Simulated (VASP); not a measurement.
# Si2Mo (I4/mmm) in VASP: further runs

Runs on Si2Mo. Level: PBEsol. Tasks: single point.

Everything below comes from runs of VASP 6.6.1. Logs are shortened: lines on timing, memory, paths and dates and some standing lists are left out, and cuts for length are marked.

## 1. The cell of the first run

Symmetry: I4/mmm, No. 139, tetragonal system. The conventional cell has a = 3.165 Å, b = 3.165 Å, c = 7.772 Å, α = 90.00°, β = 90.00°, γ = 90.00°. Mo (site symmetry 4/mmm) has 10 Si at 2.58 to 2.60 Å and 4 Mo at 3.17 Å within 3.4 Å. Si (site symmetry 4mm) has 9 Si at 2.57 to 3.17 Å and 5 Mo at 2.58 to 2.60 Å within 3.4 Å.

## 2. Single point, PBEsol

File INCAR:

```
SYSTEM = Si2Mo
  PREC = Accurate
  ENCUT = 520
  EDIFF = 1E-6
  ISMEAR = -1
  SIGMA = 0.05
  LREAL = .FALSE.
  LASPH = .TRUE.
  NELM = 60
  ALGO = Normal
  ISIF = 2
  LWAVE = .FALSE.
  LCHARG = .FALSE.
  GGA = PS
  NBANDS = 18
```

File KPOINTS:

```
Automatic mesh
0
G
  12 12 12
  0 0 0
```

File POSCAR:

```
Si2Mo
1.0
   -1.5826976314      1.5826976314      3.8861942551
    1.5826976314     -1.5826976314      3.8861942551
    1.5826976314      1.5826976314     -3.8861942551
Mo Si
1 2
Direct
    0.0000000000      0.0000000000      0.0000000000
    0.6653092586      0.6653092586      0.0000000000
    0.3346907414      0.3346907414      0.0000000000
```

Potentials or basis: VASP PAW PBE potentials, release 64 (Mo_sv, Si).

On the command line:

```sh
$ cat potpaw_PBE.64/Mo_sv/POTCAR potpaw_PBE.64/Si/POTCAR > POTCAR
$ mpirun -np 1 vasp_std > vasp.out
```

OUTCAR:

```text
SYSTEM = Si2Mo
   PREC = Accurate
   ENCUT = 520
   EDIFF = 1E-6
   ISMEAR = -1
   LREAL = .FALSE.
   LASPH = .TRUE.
   NELM = 60
   ISIF = 2
   GGA = PS

 ion  position               nearest neighbor table
   1  0.000  0.000  0.000-   2 2.58   2 2.58   2 2.58   3 2.58   2 2.58   3 2.58   3 2.58   3 2.58
                             2 2.60   3 2.60
   2  0.665  0.665  0.000-   3 2.57   1 2.58   1 2.58   1 2.58   1 2.58   3 2.60   3 2.60   3 2.60
                             3 2.60   1 2.60
   3  0.335  0.335  0.000-   2 2.57   1 2.58   1 2.58   1 2.58   1 2.58   2 2.60   2 2.60   2 2.60
                             2 2.60   1 2.60

  LATTYP: Found a body centered tetragonal cell.
 ALAT       =     3.1653952628
 C/A-ratio  =     2.4554243198

  Lattice vectors:

 A1 = (  -1.5826976314,   1.5826976314,   3.8861942551)
 A2 = (   1.5826976314,  -1.5826976314,   3.8861942551)
 A3 = (   1.5826976314,   1.5826976314,  -3.8861942551)

Analysis of symmetry for initial positions (statically):
=====================================================================
 Subroutine PRICEL returns:
 Original cell was already a primitive cell.

 Routine SETGRP: Setting up the symmetry group for a
 body centered tetragonal supercell.

 Subroutine GETGRP returns: Found 16 space group operations
 (whereof 16 operations were pure point group operations)
 out of a pool of 16 trial point group operations.

The static configuration has the point symmetry D_4h.

Analysis of symmetry for dynamics (positions and initial velocities):
=====================================================================
 Subroutine PRICEL returns:
 Original cell was already a primitive cell.

 Routine SETGRP: Setting up the symmetry group for a
 body centered tetragonal supercell.

 Subroutine GETGRP returns: Found 16 space group operations
 (whereof 16 operations were pure point group operations)
 out of a pool of 16 trial point group operations.

The dynamic configuration has the point symmetry D_4h.

 Subroutine INISYM returns: Found 16 space group operations
 (whereof 16 operations are pure point group operations),
 and found     1 'primitive' translations

----------------------------------------------------------------------------------------

                                     Primitive cell

  volume of cell :      38.9386

  direct lattice vectors                    reciprocal lattice vectors
    -1.582697631  1.582697631  3.886194255     0.000000000  0.315916313  0.128660578
     1.582697631 -1.582697631  3.886194255     0.315916313  0.000000000  0.128660578
     1.582697631  1.582697631 -3.886194255     0.315916313  0.315916313  0.000000000

  length of vectors
     4.484681636  4.484681636  4.484681636     0.341110922  0.341110922  0.446773134

  position of ions in fractional coordinates (direct lattice)
     0.000000000  0.000000000  0.000000000
     0.665309259  0.665309259  0.000000000
     0.334690741  0.334690741  0.000000000

  ion indices of the primitive-cell ions
   primitive index   ion index
                 1           1
                 2           2
                 3           3

----------------------------------------------------------------------------------------

 KPOINTS: Automatic mesh

Automatic generation of k-mesh.
 Grid dimensions read from file:
 generate k-points for:   12   12   12

 Generating k-lattice:

  Cartesian coordinates                     Fractional coordinates (reciprocal lattice)
     0.000000000  0.026326359  0.010721715     0.083333333  0.000000000 -0.000000000
     0.026326359  0.000000000  0.010721715     0.000000000  0.083333333 -0.000000000
     0.026326359  0.026326359  0.000000000     0.000000000  0.000000000  0.083333333

  Length of vectors
     0.028425910  0.028425910  0.037231095

  Shift w.r.t. Gamma in fractional coordinates (k-lattice)
     0.000000000  0.000000000  0.000000000

 Subroutine IBZKPT returns following result:
 ===========================================

 Found    163 irreducible k-points:

 Following reciprocal coordinates:
            Coordinates               Weight
  0.000000  0.000000  0.000000      1.000000
  0.083333  0.000000  0.000000      8.000000
  0.166667  0.000000 -0.000000      8.000000
  0.250000  0.000000  0.000000      8.000000
  0.333333  0.000000  0.000000      8.000000
  0.416667  0.000000 -0.000000      8.000000
[... 16 lines left out ...]
  0.500000  0.166667  0.000000     16.000000
 -0.416667  0.166667  0.000000     16.000000
 [... further k-points ...]
   k-points           NKPTS =    163   k-points in BZ     NKDIM =    163   number of bands    NBANDS=     18
   number of dos      NEDOS =    301   number of ions     NIONS =      3
   total plane-waves  NPLWV =  46656
   dimension x,y,z NGX =    36 NGY =   36 NGZ =   36
   dimension x,y,z NGXF=    72 NGYF=   72 NGZF=   72
   ions per type =               1   2
   NGX,Y,Z   is equivalent  to a cutoff of  13.35, 13.35, 13.35 a.u.
   NGXF,Y,Z  is equivalent  to a cutoff of  26.69, 26.69, 26.69 a.u.
 SYSTEM =  Si2Mo
   PREC   = accura    normal or accurate (medium, high low for compatibility)
   ISTART =      0    job   : 0-new  1-cont  2-samecut
   ICHARG =      2    charge: 1-file 2-atom 10-const
   ISPIN  =      1    spin polarized calculation?
   LNONCOLLINEAR =      F non collinear calculations
   LSORBIT =      F    spin-orbit coupling
   LASPH  =      T    aspherical Exc in radial PAW
   ENCUT  =  520.0 eV  38.22 Ry    6.18 a.u.   8.34  8.34  8.34*2*pi/ulx,y,z
   NELM   =     60;   NELMIN=  2; NELMDL= -5     # of ELM steps
   EDIFF  = 0.1E-05   stopping-criterion for ELM
   LREAL  =      F    real-space projection
   EDIFFG = 0.1E-04   stopping-criterion for IOM
   NSW    =      0    number of steps for IOM
   IBRION =     -1    ionic relax: 0-MD 1-quasi-New 2-CG
   NFREE  =      0    steps in history (QN), initial steepest desc. (CG)
   ISIF   =      2    stress and relaxation
   ISYM   =      2    0-nonsym 1-usesym 2-fastsym
   POTIM  = 0.5000    time-step for ionic-motion
   TEBEG  =    0.0;   TEEND  =   0.0 temperature during run
   PSTRESS=    0.0 pullay stress
   NELECT =      22.0000    total number of electrons
   NUPDOWN=      -1.0000    fix difference up-down
   EMIN   =  10.00;   EMAX   =-10.00  energy-range for DOS
   EFERMI =   0.00;   METHOD = LEGACY
   ISMEAR =    -1;   SIGMA  =   0.05  broadening in eV -4-tet -1-fermi 0-gaus
   EFERMI_NEDOS =   21; number of points for ismear=-14 and -15
   IALGO  =     38    algorithm
   IMIX   =      4    mixing-type and parameters
     AMIX     =   0.40;   BMIX     =  1.00
     AMIX_MAG =   1.60;   BMIX_MAG =  1.00
  volume/ion in A,a.u.               =      12.98        87.59
  Fermi-wavevector in a.u.,A,eV,Ry     =   1.353388  2.557532 24.921227  1.831659
  Thomas-Fermi vector in A             =   2.480647
   LORBIT       =      0    0 simple, 1 ext, 2 COOP (PROOUT), +10 PAW based schemes
   GGA     = PS    functional components
   LHFCALC =     F    Hartree Fock is set to
   AEXX    =    0.0000 exact exchange contribution
   IVDW    =     0    specifies the selected vdW correction
   LEPSILON=     F    determine dielectric tensor
   LRPA    =     F    only Hartree local field effects (RPA)
 non-spin polarized calculation
  energy-cutoff  :      520.00
  volume of cell :       38.94
 maximum number of plane-waves:      1076
 NGX is ok and might be reduce to    36
   NGX = 17   NGY = 17   NGZ = 17

 number of electron      22.0000000 magnetization

 Free energy of the ion-electron system (eV)
  ---------------------------------------------------
  ext. energy  EPLUGINS =         0.00000000
  ---------------------------------------------------
  free energy    TOTEN  =       -25.06437440 eV

  energy without entropy =      -25.06206207  energy(sigma->0) =      -25.06321824

 E-fermi :  12.6707     XC(G=0): -12.6668

 val. band max:       12.6118777144   @ k =  -0.4167   0.5000   0.3333
 cond. band min:      12.6883019187   @ k =   0.0833   0.0000   0.0000
 fundamental gap:      0.0764242043
 Fermi energy:        12.6707198054

 k-point     1 :       0.0000    0.0000    0.0000
  band No.  band energies     occupation
      1     -47.9069      2.00000
      2     -22.1167      2.00000
      3     -22.0149      2.00000
      4     -22.0149      2.00000
      5      -1.0055      2.00000
      6       6.0699      2.00000
[... 10 lines left out ...]
     17      17.9875      0.00000
     18      17.9875      0.00000

 k-point     2 :       0.0833    0.0000    0.0000
  band No.  band energies     occupation
      1     -47.9054      2.00000
      2     -22.1152      2.00000
      3     -22.0351      2.00000
      4     -22.0130      2.00000
      5      -0.8749      2.00000
      6       6.0875      2.00000
[... 10 lines left out ...]
     17      18.0868      0.00000
     18      18.7218      0.00000

 k-point     3 :       0.1667    0.0000   -0.0000
  band No.  band energies     occupation
      1     -47.9014      2.00000
      2     -22.1112      2.00000
      3     -22.0898      2.00000
      4     -22.0079      2.00000
      5      -0.4905      2.00000
      6       6.0773      2.00000
[... 10 lines left out ...]
     17      18.7368      0.00000
     18      20.1580      0.00000

 k-point     4 :       0.2500    0.0000    0.0000
  band No.  band energies     occupation
      1     -47.8959      2.00000
      2     -22.1643      2.00000
      3     -22.1052      2.00000
      4     -22.0009      2.00000
      5       0.1267      2.00000
      6       5.7878      2.00000
[... 10 lines left out ...]
     17      19.8064      0.00000
     18      21.7911      0.00000

 k-point     5 :       0.3333    0.0000    0.0000
  band No.  band energies     occupation
      1     -47.8903      2.00000
      2     -22.2374      2.00000
      3     -22.0995      2.00000
      4     -21.9939      2.00000
      5       0.9432      2.00000
      6       5.0412      2.00000
[... 10 lines left out ...]
     17      19.9061      0.00000
     18      22.0688      0.00000

 k-point     6 :       0.4167    0.0000   -0.0000
  band No.  band energies     occupation
      1     -47.8863      2.00000
      2     -22.2904      2.00000
      3     -22.0952      2.00000
      4     -21.9887      2.00000
      5       1.9120      2.00000
      6       4.0538      2.00000
[... 10 lines left out ...]
     17      19.4313      0.00000
     18      20.6778      0.00000

 k-point     7 :       0.5000    0.0000    0.0000
  band No.  band energies     occupation
      1     -47.8848      2.00000
      2     -22.3097      2.00000
      3     -22.0937      2.00000
      4     -21.9868      2.00000
      5       2.8946      2.00000
      6       3.0596      2.00000
[... 10 lines left out ...]
     17      19.2549      0.00000
     18      19.9142      0.00000

 k-point     8 :       0.0833    0.0833    0.0000
  band No.  band energies     occupation
      1     -47.9039      2.00000
      2     -22.1145      2.00000
      3     -22.0346      2.00000
      4     -22.0318      2.00000
      5      -0.7086      2.00000
      6       5.9430      2.00000
[... 10 lines left out ...]
     17      18.6973      0.00000
     18      18.9135      0.00000
[... 229 lines left out ...]
     17      19.6535      0.00000
     18      20.6991      0.00000

 k-point    20 :       0.2500    0.1667    0.0000
  band No.  band energies     occupation
      1     -47.8904      2.00000
      2     -22.1554      2.00000
      3     -22.1014      2.00000
      4     -22.0733      2.00000
      5       0.7707      2.00000
      6       5.3139      2.00000
[... 10 lines left out ...]
     17      19.7268      0.00000
     18      21.4681      0.00000

 k-point    21 :       0.3333    0.1667    0.0000
  band No.  band energies     occupation
      1     -47.8850      2.00000
      2     -22.2271      2.00000
      3     -22.0947      2.00000
      4     -22.0652      2.00000
      5       1.5748      2.00000
      6       4.8331      2.00000
[... 10 lines left out ...]
     17      20.3774      0.00000
     18      21.4115      0.00000

 k-point    22 :       0.4167    0.1667    0.0000
  band No.  band energies     occupation
      1     -47.8810      2.00000
      2     -22.2791      2.00000
      3     -22.0889      2.00000
      4     -22.0592      2.00000
      5       2.4999      2.00000
      6       4.0189      2.00000
[... 10 lines left out ...]
     17      20.2967      0.00000
     18      21.7913      0.00000

 k-point    23 :       0.5000    0.1667    0.0000
  band No.  band energies     occupation
      1     -47.8796      2.00000
      2     -22.2980      2.00000
      3     -22.0856      2.00000
      4     -22.0570      2.00000
      5       3.0074      2.00000
      6       3.5145      2.00000
[... 10 lines left out ...]
     17      20.4367      0.00000
     18      21.6502      0.00000

 k-point    24 :      -0.4167    0.1667    0.0000
  band No.  band energies     occupation
      1     -47.8811      2.00000
      2     -22.2789      2.00000
      3     -22.0858      2.00000
      4     -22.0590      2.00000
      5       2.0139      2.00000
      6       4.5531      2.00000
[... 10 lines left out ...]
     17      20.1859      0.00000
     18      21.1422      0.00000

 [... further k-points ...]

------------------------ aborting loop because EDIFF is reached ----------------------------------------

  FORCE on cell =-STRESS in cart. coord.  units (eV):
  Direction    XX          YY          ZZ          XY          YZ          ZX
  --------------------------------------------------------------------------------------
  -------------------------------------------------------------------------------------
  Total        1.3154761      1.3154761      1.3179519      0.0000000     -0.0000000      0.0000000
  in kB       54.1268988     54.1268988     54.2287676      0.0000000     -0.0000000      0.0000000
  external PRESSURE =      54.1608551 kB  Pullay stress =       0.0000000 kB

 VOLUME and BASIS-vectors are now :
 -----------------------------------------------------------------------------
  energy-cutoff  :      520.00
  volume of cell :       38.94
      direct lattice vectors                 reciprocal lattice vectors
    -1.582697631  1.582697631  3.886194255     0.000000000  0.315916313  0.128660578
     1.582697631 -1.582697631  3.886194255     0.315916313  0.000000000  0.128660578
     1.582697631  1.582697631 -3.886194255     0.315916313  0.315916313  0.000000000

 POSITION                                       TOTAL-FORCE (eV/Angst)
 -----------------------------------------------------------------------------------
      0.00000      0.00000      0.00000        -0.000000     -0.000000     -0.000000
      0.00000      0.00000      5.17104         0.000000      0.000000     -0.000786
      0.00000      0.00000      2.60135         0.000000      0.000000      0.000786
 -----------------------------------------------------------------------------------
    total drift:                                0.000000     -0.000000     -0.000000

  FREE ENERGIE OF THE ION-ELECTRON SYSTEM (eV)
  ---------------------------------------------------
  free  energy   TOTEN  =       -25.0643743994 eV

  energy  without entropy=      -25.0620620733  energy(sigma->0) =      -25.06321824
```

Wall time 98 s (1 thread of AMD EPYC 9R45 (Zen 5), shared host); peak memory 0.25 GiB.

Results:

```
Free energy            : -25.0644 eV
Pressure               : 5.4 GPa
Band gap on the k mesh : zero (bands 11 and 12 overlap by 0.97 eV)
```

Caveat: the cell stands under pressure; the PAW data sets were made with another functional, which shifts forces and pressure a little.

## 3. Single point, PBEsol

This run uses another cell than the first one, of 13.15 Å³/atom.

File INCAR:

```
SYSTEM = Si2Mo
ALGO     = Normal         ! electronic algorithm
EDIFF    = 1E-6           ! SCF threshold, eV
ENCUT    = 520            ! plane-wave cutoff, eV
GGA      = PS             ! functional
ISIF     = 2              ! what is computed and relaxed
ISMEAR   = -1             ! smearing method
LASPH    = .TRUE.         ! aspherical terms in the spheres
LCHARG   = .FALSE.        ! write CHGCAR
LREAL    = .FALSE.        ! projectors in reciprocal space
LWAVE    = .FALSE.        ! write WAVECAR
NBANDS   = 18             ! bands
NELM     = 60             ! most SCF steps
PREC     = Accurate       ! precision mode
SIGMA    = 0.05           ! smearing width, eV
```

File KPOINTS:

```
k-points
0
G
  12 12 12
  0 0 0
```

File POSCAR:

```
Si2Mo
1.0
   -1.5899377823      1.5899377823      3.9006835625
    1.5899377823     -1.5899377823      3.9006835625
    1.5899377823      1.5899377823     -3.9006835625
Mo Si
1 2
Direct
    0.0000000000      0.0000000000      0.0000000000
    0.6651119857      0.6651119857      0.0000000000
    0.3348880143      0.3348880143      0.0000000000
```

Potentials or basis: VASP PAW PBE potentials, release 64 (Mo_sv, Si).

On the command line:

```sh
$ cat potpaw_PBE.64/Mo_sv/POTCAR potpaw_PBE.64/Si/POTCAR > POTCAR
$ mpirun -np 1 vasp_std > vasp.out
```

It took 90 s on 1 thread of AMD EPYC 9R45 (Zen 5), shared host; peak memory 0.25 GiB.

The run converged. Its results:

```yaml
Free_energy: -25.0767 eV
Pressure: 2.4 GPa
Band_gap_on_the_k_mesh: zero (bands 11 and 12 overlap by 0.96 eV)
```

Levels at points of the mesh, in eV from the Fermi level:
| k point | band 9 | band 10 | band 11 | band 12 | band 13 | band 14 |
| --- | --- | --- | --- | --- | --- | --- |
| (0.00, 0.00, 0.00) | -2.66 | -2.66 | 0.40 | 3.10 | 3.29 | 3.60 |
| (0.50, 0.00, 0.00) | -2.65 | -2.62 | -0.52 | 2.33 | 3.15 | 4.23 |
| (0.50, 0.50, 0.00) | -4.51 | -3.14 | -1.20 | 2.38 | 2.82 | 3.21 |
| (0.50, 0.50, 0.50) | -0.59 | -0.59 | -0.45 | -0.45 | 0.54 | 4.80 |

Caveat: the PAW data sets were made with another functional, which shifts forces and pressure a little.

## 4. Single point, PBEsol

This run uses another cell than the first one, of 13.27 Å³/atom.

File INCAR:

```
SYSTEM = Si2Mo
PREC = Accurate
ENCUT = 520
EDIFF = 1E-7
ISMEAR = -1
SIGMA = 0.05
LREAL = .FALSE.
LASPH = .TRUE.
NELM = 80
ALGO = Normal
ISIF = 2
LWAVE = .FALSE.
LCHARG = .FALSE.
GGA = PS
NBANDS = 18
```

File KPOINTS:

```
regular mesh
0
G
  12 12 12
  0 0 0
```

File POSCAR:

```
Si2Mo
1.0
   -1.5949858000      1.5949858000      3.9109806977
    1.5949858000     -1.5949858000      3.9109806977
    1.5949858000      1.5949858000     -3.9109806977
Mo Si
1 2
Direct
    0.0000000000      0.0000000000      0.0000000000
    0.6649529400      0.6649529400      0.0000000000
    0.3350470600      0.3350470600      0.0000000000
```

On the command line:

```sh
$ cat potpaw_PBE.64/Mo_sv/POTCAR potpaw_PBE.64/Si/POTCAR > POTCAR
$ mpirun -np 1 vasp_std > vasp.out
```

Run time: 96 s. Hardware: 1 thread of AMD EPYC 9R45 (Zen 5), shared host; peak memory 0.25 GiB.

Results (log left out):

```
Free energy            : -25.0798 eV
Pressure               : 0.4 GPa
Largest force          : 0.004 eV/Å
Band gap on the k mesh : zero (bands 11 and 12 overlap by 0.95 eV)
```

Forces in eV/Å, atoms in the order of the input:
```
Mo   0.000  0.000  0.000
Si   0.000  0.000  0.004
Si   0.000  0.000 -0.004
```

Levels at points of the mesh, in eV from the Fermi level:
| k point | band 8 | band 9 | band 10 | band 11 | band 12 | band 13 | band 14 | band 15 |
| --- | --- | --- | --- | --- | --- | --- | --- | --- |
| (0.00, 0.00, 0.00) | -3.13 | -2.63 | -2.63 | 0.39 | 3.14 | 3.24 | 3.57 | 3.57 |
| (0.50, 0.00, 0.00) | -4.51 | -2.62 | -2.60 | -0.51 | 2.30 | 3.14 | 4.16 | 4.23 |
| (0.50, 0.50, 0.00) | -5.17 | -4.47 | -3.10 | -1.21 | 2.35 | 2.78 | 3.19 | 3.38 |
| (0.50, 0.50, 0.50) | -2.23 | -0.58 | -0.58 | -0.45 | -0.45 | 0.53 | 4.78 | 5.26 |

Caveat: the PAW data sets were made with another functional, which shifts forces and pressure a little.

## 5. Overview

| cell | gap on the mesh (eV) | pressure (GPa) |
| --- | --- | --- |
| a = 4.485 Å, angles 138.7, 138.7, 59.9°, 3 atoms | none | 5.4 |
| a = 4.502 Å, angles 138.6, 138.6, 59.9°, 3 atoms | none | 2.4 |
| a = 4.515 Å, angles 138.6, 138.6, 59.9°, 3 atoms | none | 0.4 |

Alike in all rows: task single point; level PBEsol; potentials or basis VASP PAW PBE potentials, release 64 (Mo_sv, Si); no spin polarisation; k mesh 12 × 12 × 12; cutoff (eV) 520; smearing fermi-dirac 0.05 eV.

Caveats: the PAW data sets were made with another functional, which shifts forces and pressure a little; the cell stands under pressure (at least some runs).

Total energies depend on the potentials used, so only differences within one code and one set of settings carry meaning.
